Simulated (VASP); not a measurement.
# ZnSe (F-43m) in VASP: further runs

The runs below take ZnSe through relaxation of cell and atoms, single point, with PBEsol, revPBE.

Everything below comes from runs of VASP 6.6.1. Logs are shortened: lines on timing, memory, paths and dates and some standing lists are left out, and cuts for length are marked.

## Step 1: The cell of the first run

Symmetry: F-43m, No. 216, cubic system. Conventional cell: a = 5.633 Å, b = 5.633 Å, c = 5.633 Å, α = 90.00°, β = 90.00°, γ = 90.00°. Within 3.2 Å of Zn (site symmetry -43m) lie 4 Se at 2.44 Å. Se (site symmetry -43m) has 4 Zn at 2.44 Å within 3.2 Å.

## Step 2: Relaxation of cell and atoms, PBEsol, target pressure 12 GPa, at which the enthalpy is minimised

INCAR reads:

```
PREC = Accurate ; ENCUT = 600
EDIFF = 1E-6 ; ISMEAR = 0
SIGMA = 0.01 ; LREAL = False
LASPH = True ; NELM = 60
ALGO = Normal ; ISIF = 3
LWAVE = False ; LCHARG = False
GGA = PS ; IBRION = 2
NSW = 80 ; EDIFFG = -0.001
PSTRESS = 120.0
```

KPOINTS reads:

```
regular mesh
0
Gamma
  8 8 8
```

POSCAR reads:

```
ZnSe
1.0
    0.0000000000      2.8166002289      2.8166002289
    2.8166002289      0.0000000000      2.8166002289
    2.8166002289      2.8166002289      0.0000000000
Zn Se
1 1
Direct
    0.0000000000      0.0000000000      0.0000000000
    0.7500000000      0.7500000000      0.7500000000
```

Potentials or basis: VASP PAW PBE potentials, release 64 (Zn, Se).

Started as:

```console
> cat potpaw_PBE.64/Zn/POTCAR potpaw_PBE.64/Se/POTCAR > POTCAR
> mpirun -np 1 vasp_std > vasp.out
```

OUTCAR:

```text
PREC = Accurate
   ENCUT = 600
   EDIFF = 1E-6
   ISMEAR = 0
   LREAL = False
   LASPH = True
   NELM = 60
   ISIF = 3
   GGA = PS
   IBRION = 2
   NSW = 80
   EDIFFG = -0.001
   PSTRESS = 120.0

 ion  position               nearest neighbor table
   1  0.000  0.000  0.000-   2 2.44   2 2.44   2 2.44   2 2.44
   2  0.750  0.750  0.750-   1 2.44   1 2.44   1 2.44   1 2.44

  LATTYP: Found a face centered cubic cell.
 ALAT       =     5.6332004578

  Lattice vectors:

 A1 = (   0.0000000000,   2.8166002289,   2.8166002289)
 A2 = (   2.8166002289,   0.0000000000,   2.8166002289)
 A3 = (   2.8166002289,   2.8166002289,   0.0000000000)

Analysis of symmetry for initial positions (statically):
=====================================================================
 Subroutine PRICEL returns:
 Original cell was already a primitive cell.

 Routine SETGRP: Setting up the symmetry group for a
 face centered cubic supercell.

 Subroutine GETGRP returns: Found 24 space group operations
 (whereof 24 operations were pure point group operations)
 out of a pool of 48 trial point group operations.

The static configuration has the point symmetry T_d .

Analysis of symmetry for dynamics (positions and initial velocities):
=====================================================================
 Subroutine PRICEL returns:
 Original cell was already a primitive cell.

 Routine SETGRP: Setting up the symmetry group for a
 face centered cubic supercell.

 Subroutine GETGRP returns: Found 24 space group operations
 (whereof 24 operations were pure point group operations)
 out of a pool of 48 trial point group operations.

The dynamic configuration has the point symmetry T_d .

 Subroutine INISYM returns: Found 24 space group operations
 (whereof 24 operations are pure point group operations),
 and found     1 'primitive' translations

----------------------------------------------------------------------------------------

                                     Primitive cell

  volume of cell :      44.6895

  direct lattice vectors                    reciprocal lattice vectors
     0.000000000  2.816600229  2.816600229    -0.177518980  0.177518980  0.177518980
     2.816600229  0.000000000  2.816600229     0.177518980 -0.177518980  0.177518980
     2.816600229  2.816600229  0.000000000     0.177518980  0.177518980 -0.177518980

  length of vectors
     3.983274243  3.983274243  3.983274243     0.307471893  0.307471893  0.307471893

  position of ions in fractional coordinates (direct lattice)
     0.000000000  0.000000000  0.000000000
     0.750000000  0.750000000  0.750000000

  ion indices of the primitive-cell ions
   primitive index   ion index
                 1           1
                 2           2

----------------------------------------------------------------------------------------

 KPOINTS: regular mesh

Automatic generation of k-mesh.
 Grid dimensions read from file:
 generate k-points for:    8    8    8

 Generating k-lattice:

  Cartesian coordinates                     Fractional coordinates (reciprocal lattice)
    -0.022189873  0.022189873  0.022189873     0.125000000  0.000000000  0.000000000
     0.022189873 -0.022189873  0.022189873     0.000000000  0.125000000  0.000000000
     0.022189873  0.022189873 -0.022189873     0.000000000  0.000000000  0.125000000

  Length of vectors
     0.038433987  0.038433987  0.038433987

  Shift w.r.t. Gamma in fractional coordinates (k-lattice)
     0.000000000  0.000000000  0.000000000

 Subroutine IBZKPT returns following result:
 ===========================================

 Found     29 irreducible k-points:

 Following reciprocal coordinates:
            Coordinates               Weight
  0.000000  0.000000  0.000000      1.000000
  0.125000  0.000000  0.000000      8.000000
  0.250000  0.000000  0.000000      8.000000
  0.375000  0.000000  0.000000      8.000000
  0.500000  0.000000  0.000000      4.000000
  0.125000  0.125000  0.000000      6.000000
[... 16 lines left out ...]
  0.500000  0.250000  0.125000     48.000000
 -0.375000  0.250000  0.125000     24.000000
 [... further k-points ...]
   k-points           NKPTS =     29   k-points in BZ     NKDIM =     29   number of bands    NBANDS=     13
   number of dos      NEDOS =    301   number of ions     NIONS =      2
   total plane-waves  NPLWV =  32768
   dimension x,y,z NGX =    32 NGY =   32 NGZ =   32
   dimension x,y,z NGXF=    64 NGYF=   64 NGZF=   64
   ions per type =               1   1
   NGX,Y,Z   is equivalent  to a cutoff of  13.36, 13.36, 13.36 a.u.
   NGXF,Y,Z  is equivalent  to a cutoff of  26.71, 26.71, 26.71 a.u.
 SYSTEM =  unknown system
   PREC   = accura    normal or accurate (medium, high low for compatibility)
   ISTART =      0    job   : 0-new  1-cont  2-samecut
   ICHARG =      2    charge: 1-file 2-atom 10-const
   ISPIN  =      1    spin polarized calculation?
   LNONCOLLINEAR =      F non collinear calculations
   LSORBIT =      F    spin-orbit coupling
   LASPH  =      T    aspherical Exc in radial PAW
   ENCUT  =  600.0 eV  44.10 Ry    6.64 a.u.   7.96  7.96  7.96*2*pi/ulx,y,z
   NELM   =     60;   NELMIN=  2; NELMDL= -5     # of ELM steps
   EDIFF  = 0.1E-05   stopping-criterion for ELM
   LREAL  =      F    real-space projection
   EDIFFG = -.1E-02   stopping-criterion for IOM
   NSW    =     80    number of steps for IOM
   IBRION =      2    ionic relax: 0-MD 1-quasi-New 2-CG
   NFREE  =      1    steps in history (QN), initial steepest desc. (CG)
   ISIF   =      3    stress and relaxation
   ISYM   =      2    0-nonsym 1-usesym 2-fastsym
   POTIM  = 0.5000    time-step for ionic-motion
   TEBEG  =    0.0;   TEEND  =   0.0 temperature during run
   PSTRESS=  120.0 pullay stress
   NELECT =      18.0000    total number of electrons
   NUPDOWN=      -1.0000    fix difference up-down
   EMIN   =  10.00;   EMAX   =-10.00  energy-range for DOS
   EFERMI =   0.00;   METHOD = LEGACY
   ISMEAR =     0;   SIGMA  =   0.01  broadening in eV -4-tet -1-fermi 0-gaus
   EFERMI_NEDOS =   21; number of points for ismear=-14 and -15
   IALGO  =     38    algorithm
   IMIX   =      4    mixing-type and parameters
     AMIX     =   0.40;   BMIX     =  1.00
     AMIX_MAG =   1.60;   BMIX_MAG =  1.00
  volume/ion in A,a.u.               =      22.34       150.79
  Fermi-wavevector in a.u.,A,eV,Ry     =   1.209012  2.284701 19.887758  1.461709
  Thomas-Fermi vector in A             =   2.344602
   LORBIT       =      0    0 simple, 1 ext, 2 COOP (PROOUT), +10 PAW based schemes
   GGA     = PS    functional components
   LHFCALC =     F    Hartree Fock is set to
   AEXX    =    0.0000 exact exchange contribution
   IVDW    =     0    specifies the selected vdW correction
   LEPSILON=     F    determine dielectric tensor
   LRPA    =     F    only Hartree local field effects (RPA)
 conjugate gradient relaxation of ions
 non-spin polarized calculation
 Gauss-broadening in eV      SIGMA  =   0.01
  energy-cutoff  :      600.00
  volume of cell :       44.69
 maximum number of plane-waves:      1524
   NGX = 15   NGY = 15   NGZ = 15

--------------------------------------- Ionic step        1  -------------------------------------------

 number of electron      17.9999985 magnetization

 Free energy of the ion-electron system (eV)
  ---------------------------------------------------
  ext. energy  EPLUGINS =         0.00000000
  ---------------------------------------------------
  free energy    TOTEN  =        -6.77296819 eV

  energy without entropy =       -6.77296819  energy(sigma->0) =       -6.77296819

 E-fermi :   1.7013     XC(G=0):  -9.6096

 val. band max:        1.6463758630   @ k =   0.0000   0.0000   0.0000
 cond. band min:       2.8895399517   @ k =   0.0000   0.0000   0.0000
 fundamental gap:      1.2431640886
 Fermi energy:         1.7012665262

 k-point     1 :       0.0000    0.0000    0.0000
  band No.  band energies     occupation
      1     -11.7591      2.00000
      2      -4.9799      2.00000
      3      -4.9799      2.00000
      4      -4.9799      2.00000
      5      -4.5916      2.00000
      6      -4.5916      2.00000
      7       1.6464      2.00000
      8       1.6464      2.00000
      9       1.6464      2.00000
     10       2.8895      0.00000
     11       7.3714      0.00000
     12       7.3714      0.00000
     13       7.3714      0.00000
[... 473 lines left out ...]
  FREE ENERGIE OF THE ION-ELECTRON SYSTEM (eV)
  ---------------------------------------------------
  free  energy   TOTEN  =        -6.5928855688 eV

  energy  without entropy=       -6.5928855688  energy(sigma->0) =       -6.59288557

  enthalpy is  TOTEN    =        -3.6509599968 eV   P V=        2.9419255719

[... ionic steps 4 to 7 ...]

--------------------------------------- Ionic step        8  -------------------------------------------

 number of electron      17.9999994 magnetization

------------------------ aborting loop because EDIFF is reached ----------------------------------------

  FORCE on cell =-STRESS in cart. coord.  units (eV):
  Direction    XX          YY          ZZ          XY          YZ          ZX
  --------------------------------------------------------------------------------------
  -------------------------------------------------------------------------------------
  Total        2.9425800      2.9425800      2.9425800      0.0000000      0.0000000      0.0000000
  in kB      120.3597619    120.3597619    120.3597619      0.0000000      0.0000000      0.0000000
  external PRESSURE =       0.3597619 kB  Pullay stress =     120.0000000 kB
[... 61 lines left out ...]
  enthalpy is  TOTEN    =        -3.6510532301 eV   P V=        2.9341657170

--------------------------------------- Ionic step       10  -------------------------------------------

 number of electron      17.9999994 magnetization

 Free energy of the ion-electron system (eV)
  ---------------------------------------------------
  ext. energy  EPLUGINS =         0.00000000
  ---------------------------------------------------
  free energy    TOTEN  =        -6.58523988 eV

  energy without entropy =       -6.58523988  energy(sigma->0) =       -6.58523988

 E-fermi :   3.0070     XC(G=0): -10.2249

 val. band max:        2.8972348398   @ k =   0.0000   0.0000   0.0000
 cond. band min:       4.6977424452   @ k =   0.0000   0.0000   0.0000
 fundamental gap:      1.8005076054
 Fermi energy:         3.0069769565

 k-point     1 :       0.0000    0.0000    0.0000
  band No.  band energies     occupation
      1     -11.4812      2.00000
      2      -4.3387      2.00000
      3      -4.3387      2.00000
      4      -4.3387      2.00000
      5      -3.8165      2.00000
      6      -3.8165      2.00000
      7       2.8972      2.00000
      8       2.8972      2.00000
      9       2.8972      2.00000
     10       4.6977      0.00000
     11       8.5369      0.00000
     12       8.5369      0.00000
     13       8.5369      0.00000
[... 397 lines left out ...]
  FREE ENERGIE OF THE ION-ELECTRON SYSTEM (eV)
  ---------------------------------------------------
  free  energy   TOTEN  =        -6.5852398760 eV

  energy  without entropy=       -6.5852398760  energy(sigma->0) =       -6.58523988

  enthalpy is  TOTEN    =        -3.6510531247 eV   P V=        2.9341867512

 reached required accuracy - stopping structural energy minimisation
```

Run time: 75 s. Hardware: 1 thread of Intel Xeon Platinum 8488C (Sapphire Rapids), shared host; peak memory 0.2 GiB.

What came out:

```yaml
Free_energy: -6.5852 eV
Relaxed_volume: 19.59 Å³/atom
Relaxed_cell: a = 3.812 Å, b = 3.812 Å, c = 3.812 Å, α = 60.00°, β = 60.00°, γ = 60.00°
Space_group_after_relaxing_to_0.05_Å: F-43m (No. 216)
Energy_change_on_relaxing_the_enthalpy_is_what_falls: +93.9 meV/atom
Ionic_steps: 10
Pressure_after_relaxing: 12.0 GPa
Band_gap_on_the_k_mesh: 1.80 eV, direct
```

Step by step:
| step | energy change (eV) | largest force (eV/Å) | pressure (GPa) | volume (Å³) |
| --- | --- | --- | --- | --- |
| 1 | 0.0000 | 0.0000 | 0.25 | 44.69 |
| 2 | 0.7117 | 0.0000 | 28.79 | 34.91 |
| 3 | 0.1801 | 0.0000 | 11.70 | 39.28 |
| 4 | 0.1877 | 0.0000 | 11.98 | 39.18 |
| 5 | 0.1957 | 0.0000 | 12.30 | 39.07 |
| 6 | 0.1818 | 0.0000 | 11.81 | 39.26 |
| 7 | 0.1875 | 0.0000 | 11.97 | 39.18 |
| 8 | 0.1881 | 0.0000 | 12.04 | 39.17 |
| 9 | 0.1877 | 0.0000 | 12.01 | 39.18 |
| 10 | 0.1877 | 0.0000 | 12.00 | 39.18 |

Final structure:
```
Zn Se
1.0
     0.00000    2.69564    2.69564
     2.69564    0.00000    2.69564
     2.69564    2.69564    0.00000
Zn Se
1 1
Direct
  0.00000 0.00000 0.00000
  0.75000 0.75000 0.75000
```

Caveat: the cell is relaxed towards a set pressure, so the enthalpy falls and the energy may rise; the PAW data sets were made with another functional, which shifts forces and pressure a little.

(Part 1 of 3 ends here.)
